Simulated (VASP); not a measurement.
# Al (Fm-3m) in VASP: notebook

The runs below take Al through single point, with PBEsol.

Everything below comes from runs of VASP 6.6.1. Logs are shortened: lines on timing, memory, paths and dates and some standing lists are left out, and cuts for length are marked.

**1. The cell of the first run**

The structure is cubic, space group Fm-3m (No. 225). Conventional cell: a = 4.050 Å, b = 4.050 Å, c = 4.050 Å, α = 90.00°, β = 90.00°, γ = 90.00°. Within 3.8 Å of Al (site symmetry m-3m) lie 12 Al at 2.86 Å.

**2. Single point, PBEsol**

INCAR reads:

```
  PREC = Accurate
  ENCUT = 500
  EDIFF = 1E-6
  ISMEAR = 1
  SIGMA = 0.15
  LREAL = F
  LASPH = T
  NELM = 120
  ALGO = Normal
  ISIF = 2
  LWAVE = F
  LCHARG = F
  GGA = PS
  NBANDS = 8
  GGA_COMPAT = F
```

KPOINTS reads:

```
regular mesh
0
Gamma
  13 13 13
```

POSCAR reads:

```
Al
1.0
    0.0000000000      2.0248050000      2.0248050000
    2.0248050000      0.0000000000      2.0248050000
    2.0248050000      2.0248050000      0.0000000000
Al
1
Direct
    0.0000000000      0.0000000000      0.0000000000
```

Potentials or basis: VASP PAW PBE potentials, release 64 (Al).

Launch:

```
cat potpaw_PBE.64/Al/POTCAR > POTCAR
mpirun -np 1 vasp_std > vasp.out
```

OUTCAR:

```text
PREC = Accurate
   ENCUT = 500
   EDIFF = 1E-6
   ISMEAR = 1
   LREAL = F
   LASPH = T
   NELM = 120
   ISIF = 2
   GGA = PS

 ion  position               nearest neighbor table
   1  0.000  0.000  0.000-

  LATTYP: Found a face centered cubic cell.
 ALAT       =     4.0496100000

  Lattice vectors:

 A1 = (   0.0000000000,   2.0248050000,   2.0248050000)
 A2 = (   2.0248050000,   0.0000000000,   2.0248050000)
 A3 = (   2.0248050000,   2.0248050000,   0.0000000000)

Analysis of symmetry for initial positions (statically):
=====================================================================
 Subroutine PRICEL returns:
 Original cell was already a primitive cell.

 Routine SETGRP: Setting up the symmetry group for a
 face centered cubic supercell.

 Subroutine GETGRP returns: Found 48 space group operations
 (whereof 48 operations were pure point group operations)
 out of a pool of 48 trial point group operations.

The static configuration has the point symmetry O_h .

Analysis of symmetry for dynamics (positions and initial velocities):
=====================================================================
 Subroutine PRICEL returns:
 Original cell was already a primitive cell.

 Routine SETGRP: Setting up the symmetry group for a
 face centered cubic supercell.

 Subroutine GETGRP returns: Found 48 space group operations
 (whereof 48 operations were pure point group operations)
 out of a pool of 48 trial point group operations.

The dynamic configuration has the point symmetry O_h .

 Subroutine INISYM returns: Found 48 space group operations
 (whereof 48 operations are pure point group operations),
 and found     1 'primitive' translations

----------------------------------------------------------------------------------------

                                     Primitive cell

  volume of cell :      16.6027

  direct lattice vectors                    reciprocal lattice vectors
     0.000000000  2.024805000  2.024805000    -0.246937359  0.246937359  0.246937359
     2.024805000  0.000000000  2.024805000     0.246937359 -0.246937359  0.246937359
     2.024805000  2.024805000  0.000000000     0.246937359  0.246937359 -0.246937359

  length of vectors
     2.863506692  2.863506692  2.863506692     0.427708053  0.427708053  0.427708053

  position of ions in fractional coordinates (direct lattice)
     0.000000000  0.000000000  0.000000000

  ion indices of the primitive-cell ions
   primitive index   ion index
                 1           1

----------------------------------------------------------------------------------------

 KPOINTS: regular mesh

Automatic generation of k-mesh.
 Grid dimensions read from file:
 generate k-points for:   13   13   13

 Generating k-lattice:

  Cartesian coordinates                     Fractional coordinates (reciprocal lattice)
    -0.018995181  0.018995181  0.018995181     0.076923077  0.000000000  0.000000000
     0.018995181 -0.018995181  0.018995181     0.000000000  0.076923077  0.000000000
     0.018995181  0.018995181 -0.018995181     0.000000000  0.000000000  0.076923077

  Length of vectors
     0.032900619  0.032900619  0.032900619

  Shift w.r.t. Gamma in fractional coordinates (k-lattice)
     0.000000000  0.000000000  0.000000000

 Subroutine IBZKPT returns following result:
 ===========================================

 Found     84 irreducible k-points:

 Following reciprocal coordinates:
            Coordinates               Weight
  0.000000  0.000000  0.000000      1.000000
  0.076923  0.000000  0.000000      8.000000
  0.153846  0.000000  0.000000      8.000000
  0.230769  0.000000  0.000000      8.000000
  0.307692  0.000000  0.000000      8.000000
  0.384615  0.000000  0.000000      8.000000
[... 16 lines left out ...]
  0.384615  0.153846  0.000000     24.000000
  0.461538  0.153846  0.000000     24.000000
 [... further k-points ...]
   k-points           NKPTS =     84   k-points in BZ     NKDIM =     84   number of bands    NBANDS=      8
   number of dos      NEDOS =    301   number of ions     NIONS =      1
   total plane-waves  NPLWV =  13824
   dimension x,y,z NGX =    24 NGY =   24 NGZ =   24
   dimension x,y,z NGXF=    48 NGYF=   48 NGZF=   48
   ions per type =               1
   NGX,Y,Z   is equivalent  to a cutoff of  13.93, 13.93, 13.93 a.u.
   NGXF,Y,Z  is equivalent  to a cutoff of  27.87, 27.87, 27.87 a.u.
 SYSTEM =  unknown system
   PREC   = accura    normal or accurate (medium, high low for compatibility)
   ISTART =      0    job   : 0-new  1-cont  2-samecut
   ICHARG =      2    charge: 1-file 2-atom 10-const
   ISPIN  =      1    spin polarized calculation?
   LNONCOLLINEAR =      F non collinear calculations
   LSORBIT =      F    spin-orbit coupling
   LASPH  =      T    aspherical Exc in radial PAW
   ENCUT  =  500.0 eV  36.75 Ry    6.06 a.u.   5.22  5.22  5.22*2*pi/ulx,y,z
   NELM   =    120;   NELMIN=  2; NELMDL= -5     # of ELM steps
   EDIFF  = 0.1E-05   stopping-criterion for ELM
   LREAL  =      F    real-space projection
   EDIFFG = 0.1E-04   stopping-criterion for IOM
   NSW    =      0    number of steps for IOM
   IBRION =     -1    ionic relax: 0-MD 1-quasi-New 2-CG
   NFREE  =      0    steps in history (QN), initial steepest desc. (CG)
   ISIF   =      2    stress and relaxation
   ISYM   =      2    0-nonsym 1-usesym 2-fastsym
   POTIM  = 0.5000    time-step for ionic-motion
   TEBEG  =    0.0;   TEEND  =   0.0 temperature during run
   PSTRESS=    0.0 pullay stress
   NELECT =       3.0000    total number of electrons
   NUPDOWN=      -1.0000    fix difference up-down
   EMIN   =  10.00;   EMAX   =-10.00  energy-range for DOS
   EFERMI =   0.00;   METHOD = LEGACY
   ISMEAR =     1;   SIGMA  =   0.15  broadening in eV -4-tet -1-fermi 0-gaus
   EFERMI_NEDOS =   21; number of points for ismear=-14 and -15
   IALGO  =     38    algorithm
   IMIX   =      4    mixing-type and parameters
     AMIX     =   0.40;   BMIX     =  1.00
     AMIX_MAG =   1.60;   BMIX_MAG =  1.00
  volume/ion in A,a.u.               =      16.60       112.04
  Fermi-wavevector in a.u.,A,eV,Ry     =   0.925526  1.748991 11.654733  0.856599
  Thomas-Fermi vector in A             =   2.051390
   LORBIT       =      0    0 simple, 1 ext, 2 COOP (PROOUT), +10 PAW based schemes
   GGA     = PS    functional components
   LHFCALC =     F    Hartree Fock is set to
   AEXX    =    0.0000 exact exchange contribution
   IVDW    =     0    specifies the selected vdW correction
   LEPSILON=     F    determine dielectric tensor
   LRPA    =     F    only Hartree local field effects (RPA)
 non-spin polarized calculation
 Methfessel and Paxton  Order N= 1 SIGMA  =   0.15
  energy-cutoff  :      500.00
  volume of cell :       16.60
 maximum number of plane-waves:       440
 NGX is ok and might be reduce to    24
   NGX = 11   NGY = 11   NGZ = 11

 number of electron       3.0000000 magnetization

 Free energy of the ion-electron system (eV)
  ---------------------------------------------------
  ext. energy  EPLUGINS =         0.00000000
  ---------------------------------------------------
  free energy    TOTEN  =        -4.08578206 eV

  energy without entropy =       -4.08593661  energy(sigma->0) =       -4.08583358

 E-fermi :   7.8009     XC(G=0): -10.2342

 val. band max:        7.7489917129   @ k =  -0.3077   0.4615   0.1538
 cond. band min:       7.8020096159   @ k =  -0.3077   0.2308   0.0000
 fundamental gap:      0.0530179030
 Fermi energy:         7.8008887609

 k-point     1 :       0.0000    0.0000    0.0000
  band No.  band energies     occupation
      1      -3.2014      2.00000
      2      20.4469      0.00000
      3      20.4469      0.00000
      4      20.4469      0.00000
      5      21.8910      0.00000
      6      21.8910      0.00000
      7      21.8910      0.00000
      8      24.3252      0.00000

 k-point     2 :       0.0769    0.0000    0.0000
  band No.  band energies     occupation
      1      -3.0413      2.00000
      2      18.0948      0.00000
      3      19.9318      0.00000
      4      19.9318      0.00000
      5      22.5670      0.00000
      6      22.6511      0.00000
      7      22.6511      0.00000
      8      25.8909      0.00000

 k-point     3 :       0.1538    0.0000    0.0000
  band No.  band energies     occupation
      1      -2.5620      2.00000
      2      15.0026      0.00000
      3      19.2637      0.00000
      4      19.2637      0.00000
      5      22.4427      0.00000
      6      23.7867      0.00000
      7      23.7867      0.00000
      8      25.0839      0.00000

 k-point     4 :       0.2308    0.0000    0.0000
  band No.  band energies     occupation
      1      -1.7668      2.00000
      2      12.0213      0.00000
      3      18.8051      0.00000
      4      18.8051      0.00000
      5      22.2134      0.00000
      6      22.8996      0.00000
      7      22.8996      0.00000
      8      26.1914      0.00000

 k-point     5 :       0.3077    0.0000    0.0000
  band No.  band energies     occupation
      1      -0.6610      2.00000
      2       9.2479     -0.00000
      3      18.6004      0.00000
      4      18.6004      0.00000
      5      21.5703      0.00000
      6      21.5703      0.00000
      7      22.1296      0.00000
      8      25.5577      0.00000

 k-point     6 :       0.3846    0.0000    0.0000
  band No.  band energies     occupation
      1       0.7485      2.00000
      2       6.7182      2.00000
      3      18.6597      0.00000
      4      18.6597      0.00000
      5      20.4501      0.00000
      6      20.4501      0.00000
      7      22.2808      0.00000
      8      24.3690      0.00000

 k-point     7 :       0.4615    0.0000    0.0000
  band No.  band energies     occupation
      1       2.4510      2.00000
      2       4.4536      2.00000
      3      18.9858      0.00000
      4      18.9858      0.00000
      5      19.5877      0.00000
      6      19.5877      0.00000
      7      22.7004      0.00000
      8      23.4096      0.00000

 k-point     8 :       0.0769    0.0769    0.0000
  band No.  band energies     occupation
      1      -2.9879      2.00000
      2      18.8840      0.00000
      3      18.8840      0.00000
      4      19.1950      0.00000
      5      21.3999      0.00000
      6      23.7638      0.00000
      7      23.7638      0.00000
      8      24.8688      0.00000

 k-point     9 :       0.1538    0.0769    0.0000
  band No.  band energies     occupation
      1      -2.6152      2.00000
      2      16.1013      0.00000
      3      18.0549      0.00000
      4      19.2788      0.00000
      5      21.7207      0.00000
      6      23.0590      0.00000
      7      24.1562      0.00000
      8      25.0502      0.00000

 k-point    10 :       0.2308    0.0769    0.0000
  band No.  band energies     occupation
      1      -1.9255      2.00000
      2      13.1032      0.00000
      3      17.4834      0.00000
      4      18.9498      0.00000
      5      21.1462      0.00000
      6      23.3187      0.00000
      7      24.0524      0.00000
      8      24.9373      0.00000
[... 78 lines left out ...]
 k-point    18 :      -0.1538    0.0769    0.0000
  band No.  band energies     occupation
      1      -2.1904      2.00000
      2      14.0602      0.00000
      3      16.7315      0.00000
      4      20.7004      0.00000
      5      22.3893      0.00000
      6      23.2287      0.00000
      7      23.7441      0.00000
      8      24.1748      0.00000

 k-point    19 :      -0.0769    0.0769    0.0000
  band No.  band energies     occupation
      1      -2.7748      2.00000
      2      16.8092      0.00000
      3      17.6831      0.00000
      4      20.8618      0.00000
      5      22.1361      0.00000
      6      23.1118      0.00000
      7      23.9931      0.00000
      8      24.6043      0.00000

 k-point    20 :       0.1538    0.1538    0.0000
  band No.  band energies     occupation
      1      -2.3495      2.00000
      2      17.1102      0.00000
      3      17.1102      0.00000
      4      17.3176      0.00000
      5      20.2954      0.00000
      6      20.9535      0.00000
      7      26.4081      0.00000
      8      26.4081      0.00000

 k-point    21 :       0.2308    0.1538    0.0000
  band No.  band energies     occupation
      1      -1.7668      2.00000
      2      14.3864      0.00000
      3      16.4361      0.00000
      4      17.7157      0.00000
      5      19.0554      0.00000
      6      20.6042      0.00000
      7      26.9521      0.00000
      8      27.0119      0.00000

 k-point    22 :       0.3077    0.1538    0.0000
  band No.  band energies     occupation
      1      -0.8710      2.00000
      2      11.5472      0.00000
      3      16.0339      0.00000
      4      17.3461      0.00000
      5      17.6992      0.00000
      6      22.1629      0.00000
      7      25.9495      0.00000
      8      26.9728      0.00000

 k-point    23 :       0.3846    0.1538    0.0000
  band No.  band energies     occupation
      1       0.3319      2.00000
      2       8.8862     -0.00000
      3      15.9038      0.00000
      4      16.0191      0.00000
      5      17.6116      0.00000
      6      24.1603      0.00000
      7      24.7817      0.00000
      8      27.0621      0.00000

 k-point    24 :       0.4615    0.1538    0.0000
  band No.  band energies     occupation
      1       1.8336      2.00000
      2       6.4614      2.00000
      3      14.9255      0.00000
      4      16.0462      0.00000
      5      17.8033      0.00000
      6      23.7899      0.00000
      7      25.7839      0.00000
      8      27.6478      0.00000

 [... further k-points ...]
[... 5 lines left out ...]
  --------------------------------------------------------------------------------------
  -------------------------------------------------------------------------------------
  Total       -0.2109453     -0.2109453     -0.2109453     -0.0000000     -0.0000000      0.0000000
  in kB      -20.3563970    -20.3563970    -20.3563970     -0.0000000     -0.0000000      0.0000000
  external PRESSURE =     -20.3563970 kB  Pullay stress =       0.0000000 kB

 VOLUME and BASIS-vectors are now :
 -----------------------------------------------------------------------------
  energy-cutoff  :      500.00
  volume of cell :       16.60
      direct lattice vectors                 reciprocal lattice vectors
     0.000000000  2.024805000  2.024805000    -0.246937359  0.246937359  0.246937359
     2.024805000  0.000000000  2.024805000     0.246937359 -0.246937359  0.246937359
     2.024805000  2.024805000  0.000000000     0.246937359  0.246937359 -0.246937359

 POSITION                                       TOTAL-FORCE (eV/Angst)
 -----------------------------------------------------------------------------------
      0.00000      0.00000      0.00000        -0.000000      0.000000     -0.000000
 -----------------------------------------------------------------------------------
    total drift:                                0.000000      0.000000      0.000000

  FREE ENERGIE OF THE ION-ELECTRON SYSTEM (eV)
  ---------------------------------------------------
  free  energy   TOTEN  =        -4.0857820601 eV

  energy  without entropy=       -4.0859366117  energy(sigma->0) =       -4.08583358
```

Wall time 10 s (1 thread of Intel Xeon 8259CL, shared host); peak memory 0.13 GiB.

What came out:

* Free energy: -4.0858 eV
* Pressure: -2.0 GPa

Caveat: the PAW data sets were made with another functional, which shifts forces and pressure a little.

(Continued in part 2 of 2.)
